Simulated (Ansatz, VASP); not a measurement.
**ZrO2: VASP beside Ansatz**

The input INCAR:

```
PREC = Accurate ; ENCUT = 600
EDIFF = 1E-6 ; ISMEAR = 0
SIGMA = 0.01 ; LREAL = False
LASPH = True ; NELM = 120
ALGO = Normal ; ISIF = 2
LWAVE = False ; LCHARG = False
GGA = PE ; NBANDS = 19
GGA_COMPAT = False
```

KPOINTS

```
regular mesh
0
Gamma
  6 6 6
```

The input POSCAR:

```
ZrO2
1.0
    0.0000000000      2.5350000000      2.5350000000
    2.5350000000      0.0000000000      2.5350000000
    2.5350000000      2.5350000000      0.0000000000
Zr O
1 2
Direct
    0.0000000000      0.0000000000      0.0000000000
    0.2500000000      0.2500000000      0.2500000000
    0.7500000000      0.7500000000      0.7500000000
```

Input for Ansatz:

```yaml
crystal:
  lattice:
    - [0.0, 2.535, 2.535]
    - [2.535, 0.0, 2.535]
    - [2.535, 2.535, 0.0]
  atoms:
    - { symbol: Zr, position: [0.0, 0.0, 0.0] }
    - { symbol: O, position: [0.25, 0.25, 0.25] }
    - { symbol: O, position: [0.75, 0.75, 0.75] }
basis:
  ecutwfc: 500.0
kpoints:
  mp_grid:
    grid: [6, 6, 6]
hamiltonian:
  xc: pbe
scf:
  occupations:
    method: fixed
output:
  stress: true
```

Alike in both runs: task single point; functional PBE; k mesh 6 × 6 × 6; no spin polarisation.

|  | VASP | Ansatz |
| --- | --- | --- |
| version | VASP 6.6.1 | Ansatz 0.2.0 |
| potentials or method | VASP PAW PBE potentials, release 64 (Zr_sv, O), cutoff 600 eV | plane waves, PAW |
| occupations | gaussian, width 0.01 eV | fixed |
| valence electrons in the cell | 24 | 24 |

```csv
,VASP,Ansatz,Ansatz less VASP
pressure (GPa),6.9,6.8,-0.09
```
